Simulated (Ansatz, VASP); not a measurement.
**SiNi3 in VASP and in Ansatz**

Contents of INCAR:

```
SYSTEM = SiNi3
PREC = Accurate
ENCUT = 520
EDIFF = 1E-6
ISMEAR = -1
SIGMA = 0.05
LREAL = .False.
LASPH = .True.
NELM = 150
ALGO = Normal
ISIF = 2
LWAVE = .False.
LCHARG = .False.
ISPIN = 2
MAGMOM = 1 1 1 0
LORBIT = 11
LMAXMIX = 4
NBANDS = 29
```

The input KPOINTS:

```
regular mesh
0
Gamma
  8 8 8
  0 0 0
```

File POSCAR:

```
SiNi3
1.0
    3.5654576373      0.0000000000      0.0000000000
    0.0000000000      3.5654576373      0.0000000000
    0.0000000000      0.0000000000      3.5654576373
Ni Si
3 1
Direct
    0.5000000000      0.5000000000      0.0000000000
    0.5000000000      0.0000000000      0.5000000000
    0.0000000000      0.5000000000      0.5000000000
    0.0000000000      0.0000000000      0.0000000000
```

The input input.yaml:

```yaml
crystal:
  lattice:
    - [3.5654576373, 0.0, 0.0]
    - [0.0, 3.5654576373, 0.0]
    - [0.0, 0.0, 3.5654576373]
  atoms:
    - { symbol: Ni, position: [0.5, 0.5, 0.0], spin: 1.0 }
    - { symbol: Ni, position: [0.5, 0.0, 0.5], spin: 1.0 }
    - { symbol: Ni, position: [0.0, 0.5, 0.5], spin: 1.0 }
    - { symbol: Si, position: [0.0, 0.0, 0.0] }
hamiltonian:
  xc: lda
  pseudopotentials: { kind: paw }
magnetization:
  spin_polarized: true
kpoints:
  mp_grid: { grid: [8, 8, 8] }
scf:
  occupations: { method: fermi_dirac, width: 0.05 }
output:
  forces: true
  stress: true
  eigenvalues: true
  write_density: true
  write_potential: true
  elf: true
  volumetric_format: npy
```

Alike in both runs: task single point; functional LDA; k mesh 8 × 8 × 8; occupations fermi-dirac, width 0.05 eV; collinear spin.

```csv
,VASP,Ansatz
version,VASP 6.6.1,Ansatz 0.2.0
potentials or method,"VASP PAW LDA potentials, release 64 (Ni, Si)",Ansatz PAW
plane-wave cutoff (eV),520,420
valence electrons in the cell,34,58
```

|  | VASP | Ansatz | Ansatz less VASP |
| --- | --- | --- | --- |
| gap on the k mesh at the Fermi level (eV) | none | none | - |
| pressure (GPa) | -22.7 | -23.1 | -0.39 |
| net moment per atom (μB) | 0.00 | 0.00 | -0.001 |

LDA's correlation is that of Perdew and Zunger in VASP and of Perdew and Wang (1992) in Ansatz. A gap of «none» marks a metal or a gap that the smearing closes. VASP's potentials hold 34 valence electrons a cell and Ansatz's 58, so a difference there can come from the potentials and not from the codes.
